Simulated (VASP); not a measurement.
# Mo (P6/mmm) in VASP: a series of runs

Mo is run at these levels: PBEsol; tasks: single point.

All numbers are computed with VASP 6.6.1; they aren't measurements. Logs are shortened: lines on timing, memory, paths and dates and some standing lists are left out, and cuts for length are marked.

## Step 1: The cell of the first run

The structure is hexagonal, space group P6/mmm (No. 191). Conventional cell: a = 2.736 Å, b = 2.736 Å, c = 2.479 Å, α = 90.00°, β = 90.00°, γ = 120.00°. Mo (site symmetry 6/mmm) has 8 Mo at 2.48 to 2.74 Å within 3.3 Å.

## Step 2: Single point, PBEsol (strain +0.000 along x and y, -0.030 along z)

INCAR

```
PREC = Accurate
ENCUT = 520
EDIFF = 1E-6
ISMEAR = 0
SIGMA = 0.15
LREAL = F
LASPH = T
NELM = 60
ALGO = Fast
ISIF = 2
LWAVE = F
LCHARG = F
GGA = PS
NBANDS = 13
```

KPOINTS

```
regular mesh
0
Gamma
  18 18 18
```

POSCAR

```
Mo
1.0
    2.7355103972      0.0000000000      0.0000000000
   -1.3677551986      2.3690214963      0.0000000000
    0.0000000000      0.0000000000      2.4785252790
Mo
1
Direct
    0.0000000000      0.0000000000      0.5000000000
```

Potentials or basis: VASP PAW PBE potentials, release 64 (Mo_sv).

Run with:

```sh
$ cat potpaw_PBE.64/Mo_sv/POTCAR > POTCAR
$ mpirun -np 1 vasp_std > vasp.out
```

OUTCAR:

```text
PREC = Accurate
   ENCUT = 520
   EDIFF = 1E-6
   ISMEAR = 0
   LREAL = F
   LASPH = T
   NELM = 60
   ISIF = 2
   GGA = PS

 ion  position               nearest neighbor table
   1  0.000  0.000  0.500-

  LATTYP: Found a hexagonal cell.
 ALAT       =     2.7355103972
 C/A-ratio  =     0.9060558796

  Lattice vectors:

 A1 = (   2.7355103972,   0.0000000000,   0.0000000000)
 A2 = (  -1.3677551986,   2.3690214963,   0.0000000000)
 A3 = (   0.0000000000,   0.0000000000,   2.4785252790)

Analysis of symmetry for initial positions (statically):
=====================================================================
 Subroutine PRICEL returns:
 Original cell was already a primitive cell.

 Routine SETGRP: Setting up the symmetry group for a
 hexagonal supercell.

 Subroutine GETGRP returns: Found 24 space group operations
 (whereof 24 operations were pure point group operations)
 out of a pool of 24 trial point group operations.

The static configuration has the point symmetry D_6h.

Analysis of symmetry for dynamics (positions and initial velocities):
=====================================================================
 Subroutine PRICEL returns:
 Original cell was already a primitive cell.

 Routine SETGRP: Setting up the symmetry group for a
 hexagonal supercell.

 Subroutine GETGRP returns: Found 24 space group operations
 (whereof 24 operations were pure point group operations)
 out of a pool of 24 trial point group operations.

The dynamic configuration has the point symmetry D_6h.

 Subroutine INISYM returns: Found 24 space group operations
 (whereof 24 operations are pure point group operations),
 and found     1 'primitive' translations

----------------------------------------------------------------------------------------

                                     Primitive cell

  volume of cell :      16.0620

  direct lattice vectors                    reciprocal lattice vectors
     2.735510397  0.000000000  0.000000000     0.365562493  0.211057604  0.000000000
    -1.367755199  2.369021496  0.000000000     0.000000000  0.422115207  0.000000000
     0.000000000  0.000000000  2.478525279     0.000000000  0.000000000  0.403465726

  length of vectors
     2.735510397  2.735510397  2.478525279     0.422115207  0.422115207  0.403465726

  position of ions in fractional coordinates (direct lattice)
     0.000000000  0.000000000  0.500000000

  ion indices of the primitive-cell ions
   primitive index   ion index
                 1           1

----------------------------------------------------------------------------------------

 KPOINTS: regular mesh

Automatic generation of k-mesh.
 Grid dimensions read from file:
 generate k-points for:   18   18   18

 Generating k-lattice:

  Cartesian coordinates                     Fractional coordinates (reciprocal lattice)
     0.020309027  0.011725422  0.000000000     0.055555556 -0.000000000  0.000000000
     0.000000000  0.023450845  0.000000000     0.000000000  0.055555556  0.000000000
     0.000000000  0.000000000  0.022414763     0.000000000  0.000000000  0.055555556

  Length of vectors
     0.023450845  0.023450845  0.022414763

  Shift w.r.t. Gamma in fractional coordinates (k-lattice)
     0.000000000  0.000000000  0.000000000

 Subroutine IBZKPT returns following result:
 ===========================================

 Found    370 irreducible k-points:

 Following reciprocal coordinates:
            Coordinates               Weight
  0.000000  0.000000  0.000000      1.000000
  0.055556  0.000000  0.000000      6.000000
  0.111111  0.000000  0.000000      6.000000
  0.166667  0.000000  0.000000      6.000000
  0.222222  0.000000  0.000000      6.000000
  0.277778  0.000000  0.000000      6.000000
[... 16 lines left out ...]
  0.333333  0.111111  0.000000     12.000000
  0.388889  0.111111  0.000000     12.000000
 [... further k-points ...]
   k-points           NKPTS =    370   k-points in BZ     NKDIM =    370   number of bands    NBANDS=     13
   number of dos      NEDOS =    301   number of ions     NIONS =      1
   total plane-waves  NPLWV =   7200
   dimension x,y,z NGX =    20 NGY =   20 NGZ =   18
   dimension x,y,z NGXF=    40 NGYF=   40 NGZF=   36
   ions per type =               1
   NGX,Y,Z   is equivalent  to a cutoff of  12.15, 12.15, 12.07 a.u.
   NGXF,Y,Z  is equivalent  to a cutoff of  24.31, 24.31, 24.15 a.u.
 SYSTEM =  unknown system
   PREC   = accura    normal or accurate (medium, high low for compatibility)
   ISTART =      0    job   : 0-new  1-cont  2-samecut
   ICHARG =      2    charge: 1-file 2-atom 10-const
   ISPIN  =      1    spin polarized calculation?
   LNONCOLLINEAR =      F non collinear calculations
   LSORBIT =      F    spin-orbit coupling
   LASPH  =      T    aspherical Exc in radial PAW
   ENCUT  =  520.0 eV  38.22 Ry    6.18 a.u.   5.09  5.09  4.61*2*pi/ulx,y,z
   NELM   =     60;   NELMIN=  2; NELMDL= -5     # of ELM steps
   EDIFF  = 0.1E-05   stopping-criterion for ELM
   LREAL  =      F    real-space projection
   EDIFFG = 0.1E-04   stopping-criterion for IOM
   NSW    =      0    number of steps for IOM
   IBRION =     -1    ionic relax: 0-MD 1-quasi-New 2-CG
   NFREE  =      0    steps in history (QN), initial steepest desc. (CG)
   ISIF   =      2    stress and relaxation
   ISYM   =      2    0-nonsym 1-usesym 2-fastsym
   POTIM  = 0.5000    time-step for ionic-motion
   TEBEG  =    0.0;   TEEND  =   0.0 temperature during run
   PSTRESS=    0.0 pullay stress
   NELECT =      14.0000    total number of electrons
   NUPDOWN=      -1.0000    fix difference up-down
   EMIN   =  10.00;   EMAX   =-10.00  energy-range for DOS
   EFERMI =   0.00;   METHOD = LEGACY
   ISMEAR =     0;   SIGMA  =   0.15  broadening in eV -4-tet -1-fermi 0-gaus
   EFERMI_NEDOS =   21; number of points for ismear=-14 and -15
   IALGO  =     68    algorithm
   IMIX   =      4    mixing-type and parameters
     AMIX     =   0.40;   BMIX     =  1.00
     AMIX_MAG =   1.60;   BMIX_MAG =  1.00
  volume/ion in A,a.u.               =      16.06       108.39
  Fermi-wavevector in a.u.,A,eV,Ry     =   1.563810  2.955172 33.273063  2.445501
  Thomas-Fermi vector in A             =   2.666526
   LORBIT       =      0    0 simple, 1 ext, 2 COOP (PROOUT), +10 PAW based schemes
   GGA     = PS    functional components
   LHFCALC =     F    Hartree Fock is set to
   AEXX    =    0.0000 exact exchange contribution
   IVDW    =     0    specifies the selected vdW correction
   LEPSILON=     F    determine dielectric tensor
   LRPA    =     F    only Hartree local field effects (RPA)
 non-spin polarized calculation
 RMM-DIIS sequential band-by-band and
 Gauss-broadening in eV      SIGMA  =   0.15
  energy-cutoff  :      520.00
  volume of cell :       16.06
 maximum number of plane-waves:       448
   NGX = 11   NGY = 11   NGZ =  9

 number of electron      14.0000001 magnetization

 Free energy of the ion-electron system (eV)
  ---------------------------------------------------
  ext. energy  EPLUGINS =         0.00000000
  ---------------------------------------------------
  free energy    TOTEN  =       -10.87388824 eV

  energy without entropy =      -10.86269706  energy(sigma->0) =      -10.86829265

 E-fermi :  11.8110     XC(G=0): -13.2859

 val. band max:       11.8070547748   @ k =   0.2778   0.0000   0.2778
 cond. band min:      11.8113293706   @ k =   0.2222   0.2222   0.3889
 fundamental gap:      0.0042745959
 Fermi energy:        11.8110199876

 k-point     1 :       0.0000    0.0000    0.0000
  band No.  band energies     occupation
      1     -49.0760      2.00000
      2     -22.3667      2.00000
      3     -22.3667      2.00000
      4     -22.0704      2.00000
      5       4.9751      2.00000
      6       7.3507      2.00000
      7      10.8788      2.00000
      8      10.8788      2.00000
      9      16.3231      0.00000
     10      16.3231      0.00000
     11      24.6715      0.00000
     12      28.7041      0.00000
     13      32.3798      0.00000

 k-point     2 :       0.0556    0.0000    0.0000
  band No.  band energies     occupation
      1     -49.0692      2.00000
      2     -22.4120      2.00000
      3     -22.3768      2.00000
      4     -22.0659      2.00000
      5       5.0995      2.00000
      6       7.3991      2.00000
      7      10.7536      2.00000
      8      10.9914      2.00000
      9      16.1979      0.00000
     10      16.3023      0.00000
     11      24.9587      0.00000
     12      28.9437      0.00000
     13      31.7552      0.00000

 k-point     3 :       0.1111    0.0000    0.0000
  band No.  band energies     occupation
      1     -49.0498      2.00000
      2     -22.5411      2.00000
      3     -22.4057      2.00000
      4     -22.0529      2.00000
      5       5.4523      2.00000
      6       7.5406      2.00000
      7      10.4329      2.00000
      8      11.3246      2.00000
      9      15.8574      0.00000
     10      16.2429      0.00000
     11      25.7412      0.00000
     12      29.6195      0.00000
     13      30.4434      0.00000
[... 305 lines left out ...]
 k-point    23 :       0.3333    0.1111    0.0000
  band No.  band energies     occupation
      1     -48.8664      2.00000
      2     -23.5824      2.00000
      3     -22.7538      2.00000
      4     -21.9318      2.00000
      5       7.4551      2.00000
      6       8.3323      2.00000
      7      11.1481      2.00000
      8      13.6616      0.00000
      9      15.5062      0.00000
     10      16.0434      0.00000
     11      22.8835      0.00000
     12      25.1784      0.00000
     13      30.2402      0.00000

 k-point    24 :       0.3889    0.1111    0.0000
  band No.  band energies     occupation
      1     -48.8473      2.00000
      2     -23.6821      2.00000
      3     -22.7895      2.00000
      4     -21.9193      2.00000
      5       7.3222      2.00000
      6       8.4778      2.00000
      7      11.8427      0.76548
      8      13.4845      0.00000
      9      15.4329      0.00000
     10      16.7917      0.00000
     11      22.0475      0.00000
     12      24.4720      0.00000
     13      29.7612      0.00000

 [... further k-points ...]
[... 5 lines left out ...]
  --------------------------------------------------------------------------------------
  -------------------------------------------------------------------------------------
  Total        0.2929986      0.2929986      0.5238290     -0.0000000     -0.0000000      0.0000000
  in kB       29.2264087     29.2264087     52.2515752     -0.0000000     -0.0000000      0.0000000
  external PRESSURE =      36.9014642 kB  Pullay stress =       0.0000000 kB

 VOLUME and BASIS-vectors are now :
 -----------------------------------------------------------------------------
  energy-cutoff  :      520.00
  volume of cell :       16.06
      direct lattice vectors                 reciprocal lattice vectors
     2.735510397  0.000000000  0.000000000     0.365562493  0.211057604  0.000000000
    -1.367755199  2.369021496  0.000000000     0.000000000  0.422115207  0.000000000
     0.000000000  0.000000000  2.478525279     0.000000000  0.000000000  0.403465726

 POSITION                                       TOTAL-FORCE (eV/Angst)
 -----------------------------------------------------------------------------------
      0.00000      0.00000      1.23926         0.000000      0.000000      0.000000
 -----------------------------------------------------------------------------------
    total drift:                                0.000000      0.000000      0.000000

  FREE ENERGIE OF THE ION-ELECTRON SYSTEM (eV)
  ---------------------------------------------------
  free  energy   TOTEN  =       -10.8738882408 eV

  energy  without entropy=      -10.8626970632  energy(sigma->0) =      -10.86829265
```

Wall time 20 s (1 thread of Intel Xeon 6975P-C (Granite Rapids), shared host); peak memory 0.17 GiB.

Results:

```yaml
Free_energy: -10.8739 eV
Pressure: 3.7 GPa
Band_gap_on_the_k_mesh: zero (band 7 reaches 12.86 eV, above the bottom of band 8 at 10.88 eV)
```

Stress tensor (GPa, compression positive):
```
2.92 0.00 0.00
0.00 2.92 0.00
0.00 0.00 5.23
```

Caveat: the cell differs from its parent crystal (strain +0.000 along x and y, -0.030 along z); the PAW data sets were made with another functional, which shifts forces and pressure a little.

(Continued in part 2 of 2.)
